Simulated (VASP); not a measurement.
# SnTe (I4/mmm) in VASP: a series of runs

The runs below take SnTe through single point, with PBEsol.

Everything below comes from runs of VASP 6.6.1. Logs are shortened: lines on timing, memory, paths and dates and some standing lists are left out, and cuts for length are marked.

### Step 1. The cell of the first run

The structure is tetragonal, space group I4/mmm (No. 139). The conventional cell has a = 4.285 Å, b = 4.285 Å, c = 6.313 Å, α = 90.00°, β = 90.00°, γ = 90.00°. Sn (site symmetry 4/mmm) has 6 Te at 3.03 to 3.16 Å within 4.0 Å. Te (site symmetry 4/mmm) has 6 Sn at 3.03 to 3.16 Å within 4.0 Å.

### Step 2. Single point, PBEsol (strain -0.0400 x Voigt [1, 1, 0, 0, 0, 0])

INCAR

```
SYSTEM = SnTe
  PREC = Accurate
  ENCUT = 500
  EDIFF = 1E-6
  ISMEAR = 0
  SIGMA = 0.03
  LREAL = .False.
  LASPH = .True.
  NELM = 120
  ALGO = Normal
  ISIF = 2
  LWAVE = .False.
  LCHARG = .False.
  GGA = PS
  NBANDS = 17
  GGA_COMPAT = .False.
```

KPOINTS

```
regular mesh
0
Gamma
  10 10 10
  0 0 0
```

POSCAR

```
SnTe
1.0
    0.0000000000      3.0302400000      3.1565000000
    3.0302400000      0.0000000000      3.1565000000
    3.0302400000      3.0302400000      0.0000000000
Sn Te
1 1
Direct
    0.0000000000      0.0000000000      0.0000000000
    0.5000000000      0.5000000000      0.5000000000
```

Potentials or basis: VASP PAW PBE potentials, release 64 (Sn_d, Te).

The run is started by

```bash
$ cat potpaw_PBE.64/Sn_d/POTCAR potpaw_PBE.64/Te/POTCAR > POTCAR
$ mpirun -np 1 vasp_std > vasp.out
```

OUTCAR:

```text
SYSTEM = SnTe
   PREC = Accurate
   ENCUT = 500
   EDIFF = 1E-6
   ISMEAR = 0
   LREAL = .False.
   LASPH = .True.
   NELM = 120
   ISIF = 2
   GGA = PS

 ion  position               nearest neighbor table
   1  0.000  0.000  0.000-   2 3.03   2 3.03   2 3.03   2 3.03   2 3.16   2 3.16
   2  0.500  0.500  0.500-   1 3.03   1 3.03   1 3.03   1 3.03   1 3.16   1 3.16

  LATTYP: Found a body centered tetragonal cell.
 ALAT       =     4.2854065052
 C/A-ratio  =     1.4731391275

  Lattice vectors:

 A1 = (  -3.0302400000,   0.0000000000,   3.1565000000)
 A2 = (   3.0302400000,   0.0000000000,   3.1565000000)
 A3 = (   0.0000000000,   3.0302400000,  -3.1565000000)

Analysis of symmetry for initial positions (statically):
=====================================================================
 Subroutine PRICEL returns:
 Original cell was already a primitive cell.

 Routine SETGRP: Setting up the symmetry group for a
 body centered tetragonal supercell.

 Subroutine GETGRP returns: Found 16 space group operations
 (whereof 16 operations were pure point group operations)
 out of a pool of 16 trial point group operations.

The static configuration has the point symmetry D_4h.

Analysis of symmetry for dynamics (positions and initial velocities):
=====================================================================
 Subroutine PRICEL returns:
 Original cell was already a primitive cell.

 Routine SETGRP: Setting up the symmetry group for a
 body centered tetragonal supercell.

 Subroutine GETGRP returns: Found 16 space group operations
 (whereof 16 operations were pure point group operations)
 out of a pool of 16 trial point group operations.

The dynamic configuration has the point symmetry D_4h.

 Subroutine INISYM returns: Found 16 space group operations
 (whereof 16 operations are pure point group operations),
 and found     1 'primitive' translations

----------------------------------------------------------------------------------------

                                     Primitive cell

  volume of cell :      57.9682

  direct lattice vectors                    reciprocal lattice vectors
     0.000000000  3.030240000  3.156500000    -0.165003432  0.165003432  0.158403295
     3.030240000  0.000000000  3.156500000     0.165003432 -0.165003432  0.158403295
     3.030240000  3.030240000  0.000000000     0.165003432  0.165003432 -0.158403295

  length of vectors
     4.375596726  4.375596726  4.285406505     0.282035227  0.282035227  0.282035227
[... 80 lines left out ...]
   NELM   =    120;   NELMIN=  2; NELMDL= -5     # of ELM steps
   EDIFF  = 0.1E-05   stopping-criterion for ELM
   LREAL  =      F    real-space projection
   EDIFFG = 0.1E-04   stopping-criterion for IOM
   NSW    =      0    number of steps for IOM
   IBRION =     -1    ionic relax: 0-MD 1-quasi-New 2-CG
   NFREE  =      0    steps in history (QN), initial steepest desc. (CG)
   ISIF   =      2    stress and relaxation
   ISYM   =      2    0-nonsym 1-usesym 2-fastsym
   POTIM  = 0.5000    time-step for ionic-motion
   TEBEG  =    0.0;   TEEND  =   0.0 temperature during run
   PSTRESS=    0.0 pullay stress
   NELECT =      20.0000    total number of electrons
   NUPDOWN=      -1.0000    fix difference up-down
   EMIN   =  10.00;   EMAX   =-10.00  energy-range for DOS
   EFERMI =   0.00;   METHOD = LEGACY
   ISMEAR =     0;   SIGMA  =   0.03  broadening in eV -4-tet -1-fermi 0-gaus
   EFERMI_NEDOS =   21; number of points for ismear=-14 and -15
   IALGO  =     38    algorithm
   IMIX   =      4    mixing-type and parameters
     AMIX     =   0.40;   BMIX     =  1.00
     AMIX_MAG =   1.60;   BMIX_MAG =  1.00
  volume/ion in A,a.u.               =      28.98       195.59
  Fermi-wavevector in a.u.,A,eV,Ry     =   1.148211  2.169803 17.937752  1.318388
  Thomas-Fermi vector in A             =   2.284887
   LORBIT       =      0    0 simple, 1 ext, 2 COOP (PROOUT), +10 PAW based schemes
   GGA     = PS    functional components
   LHFCALC =     F    Hartree Fock is set to
   AEXX    =    0.0000 exact exchange contribution
   IVDW    =     0    specifies the selected vdW correction
   LEPSILON=     F    determine dielectric tensor
   LRPA    =     F    only Hartree local field effects (RPA)
 non-spin polarized calculation
 Gauss-broadening in eV      SIGMA  =   0.03
  energy-cutoff  :      500.00
  volume of cell :       57.97
 maximum number of plane-waves:      1490
   NGX = 15   NGY = 15   NGZ = 15

 number of electron      19.9999994 magnetization

 Free energy of the ion-electron system (eV)
  ---------------------------------------------------
  ext. energy  EPLUGINS =         0.00000000
  ---------------------------------------------------
  free energy    TOTEN  =        -8.25657835 eV

  energy without entropy =       -8.25657047  energy(sigma->0) =       -8.25657441

 E-fermi :   7.8319     XC(G=0):  -9.9928

 val. band max:        7.7806427501   @ k =  -0.2000   0.2000   0.0000
 cond. band min:       7.8881341607   @ k =  -0.4000   0.1000   0.2000
 fundamental gap:      0.1074914105
 Fermi energy:         7.8319440576

 k-point     1 :       0.0000    0.0000    0.0000
  band No.  band energies     occupation
      1     -14.0394      2.00000
      2     -14.0302      2.00000
      3     -14.0244      2.00000
      4     -14.0244      2.00000
      5     -14.0179      2.00000
      6      -5.6291      2.00000
[... 457 lines left out ...]
      4     -14.0138      2.00000
      5     -14.0133      2.00000
      6      -4.3662      2.00000
[... 9 lines left out ...]
     16      17.0914      0.00000
     17      17.3798      0.00000

 [... further k-points ...]

------------------------ aborting loop because EDIFF is reached ----------------------------------------

  FORCE on cell =-STRESS in cart. coord.  units (eV):
  Direction    XX          YY          ZZ          XY          YZ          ZX
  --------------------------------------------------------------------------------------
  -------------------------------------------------------------------------------------
  Total        2.3021096      2.3021096     -0.1220458      0.0000000     -0.0000000      0.0000000
  in kB       63.6277749     63.6277749     -3.3732113      0.0000000     -0.0000000      0.0000000
  external PRESSURE =      41.2941128 kB  Pullay stress =       0.0000000 kB

 VOLUME and BASIS-vectors are now :
 -----------------------------------------------------------------------------
  energy-cutoff  :      500.00
  volume of cell :       57.97
      direct lattice vectors                 reciprocal lattice vectors
     0.000000000  3.030240000  3.156500000    -0.165003432  0.165003432  0.158403295
     3.030240000  0.000000000  3.156500000     0.165003432 -0.165003432  0.158403295
     3.030240000  3.030240000  0.000000000     0.165003432  0.165003432 -0.158403295

 POSITION                                       TOTAL-FORCE (eV/Angst)
 -----------------------------------------------------------------------------------
      0.00000      0.00000      0.00000         0.000000     -0.000000      0.000000
      3.03024      3.03024      3.15650        -0.000000      0.000000      0.000000
 -----------------------------------------------------------------------------------
    total drift:                                0.000000     -0.000000     -0.000000

  FREE ENERGIE OF THE ION-ELECTRON SYSTEM (eV)
  ---------------------------------------------------
  free  energy   TOTEN  =        -8.2565783466 eV

  energy  without entropy=       -8.2565704694  energy(sigma->0) =       -8.25657441
```

OSZICAR:

```text
N       E                     dE             d eps       ncg     rms          rms(c)
DAV:   1     0.124427820540E+03    0.12443E+03   -0.93917E+03  3521   0.136E+03
DAV:   2     0.291307116586E+01   -0.12151E+03   -0.11825E+03  3718   0.332E+02
DAV:   3    -0.798957513259E+01   -0.10903E+02   -0.10820E+02  4412   0.878E+01
DAV:   4    -0.828824784650E+01   -0.29867E+00   -0.29846E+00  4092   0.151E+01
DAV:   5    -0.829978041323E+01   -0.11533E-01   -0.11532E-01  5077   0.288E+00    0.584E+00
DAV:   6    -0.826040096968E+01    0.39379E-01   -0.74483E-02  4943   0.236E+00    0.363E+00
DAV:   7    -0.825747402627E+01    0.29269E-02   -0.38989E-02  4520   0.134E+00    0.499E-01
DAV:   8    -0.825651930362E+01    0.95472E-03   -0.69719E-03  4466   0.751E-01    0.173E-01
DAV:   9    -0.825659093984E+01   -0.71636E-04   -0.44659E-04  4468   0.192E-01    0.574E-02
DAV:  10    -0.825657893385E+01    0.12006E-04   -0.50172E-05  4545   0.713E-02    0.264E-02
DAV:  11    -0.825657824878E+01    0.68507E-06   -0.10713E-05  4638   0.322E-02    0.509E-03
DAV:  12    -0.825657834662E+01   -0.97839E-07   -0.81804E-07  2214   0.122E-02
   1 F= -.82565783E+01 E0= -.82565744E+01  d E =-.787717E-05
```

It took 3 min on 1 thread of AMD EPYC 7R13, shared host; peak memory 0.21 GiB.

What came out:

| Quantity | Value |
| --- | --- |
| Free energy | -8.2566 eV |
| Pressure | 4.1 GPa |
| Band gap on the k mesh | 0.11 eV (least direct gap 0.44 eV) |

Levels at points of the mesh, in eV from the valence-band top:
| k point | band 8 | band 9 | band 10 | band 11 | band 12 | band 13 |
| --- | --- | --- | --- | --- | --- | --- |
| (0.00, 0.00, 0.00) | -2.49 | -2.49 | -2.03 | 2.83 | 3.87 | 3.87 |
| (0.50, 0.00, 0.00) | -2.05 | -1.90 | -0.18 | 0.25 | 0.33 | 0.33 |
| (0.50, 0.50, 0.00) | -6.10 | -4.04 | -4.04 | 1.89 | 5.44 | 5.44 |
| (0.50, 0.00, 0.50) | -6.18 | -4.40 | -3.91 | 1.77 | 4.70 | 5.85 |

Caveat: the cell differs from its parent crystal (strain -0.0400 x Voigt [1, 1, 0, 0, 0, 0]); the cell stands under pressure; the PAW data sets were made with another functional, which shifts forces and pressure a little; spin-orbit coupling is left out, which moves the levels of the heavy elements. A k mesh can miss the band edges.

(Continued in part 2 of 2.)
